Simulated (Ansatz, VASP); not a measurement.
## Two plane-wave programs on Au

```xyz
1
Lattice="0.0000 2.0501 2.0501 2.0501 0.0000 2.0501 2.0501 2.0501 0.0000" Properties=species:S:1:pos:R:3 pbc="T T T"
Au    0.0000    0.0000    0.0000
```

Alike in both runs: functional r2SCAN; dispersion rVV10; k mesh 18 × 18 × 18; occupations gaussian, width 0.1 eV; no spin polarisation.

Ansatz relaxed the structure, and its values are those at the end. VASP's run is a single point on that final structure, the one shown.

```csv
,VASP,Ansatz
version,VASP 6.6.1,Ansatz 0.2.0
potentials or method,"VASP PAW PBE potentials, release 64 (Au_sv_GW), cutoff 550 eV","scalar-relativistic, plane waves, PAW"
valence electrons in the cell,19,19
```

|  | VASP | Ansatz | Ansatz less VASP |
| --- | --- | --- | --- |
| gap on the k mesh at the Fermi level (eV) | none | none | - |
| pressure (GPa) | 0.0 | 0.0 | -0.02 |

VASP's potentials were made for PBE, not for r2SCAN. A gap of «none» marks a metal or a gap that the smearing closes.

Neither program's run includes spin-orbit coupling.
